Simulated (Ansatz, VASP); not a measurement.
**Two plane-wave programs on Rb**

```
CELL_PARAMETERS angstrom
-2.87426 2.87426 2.87426
2.87426 -2.87426 2.87426
2.87426 2.87426 -2.87426
ATOMIC_POSITIONS crystal
Rb 0.00000 0.00000 0.00000
```

Alike in both runs: task single point; functional r2SCAN; k mesh 10 × 10 × 10; occupations gaussian, width 0.05 eV; no spin polarisation.

|  | VASP | Ansatz |
| --- | --- | --- |
| version | VASP 6.6.1 | Ansatz 0.2.0 |
| potentials or method | VASP PAW PBE potentials, release 64 (Rb_sv), cutoff 520 eV | scalar-relativistic, plane waves, PAW |
| valence electrons in the cell | 9 | 9 |

```tsv
	VASP	Ansatz	Ansatz less VASP
pressure (GPa)	0.0	0.0	0.00
```

VASP's potentials were made for PBE, not for r2SCAN.
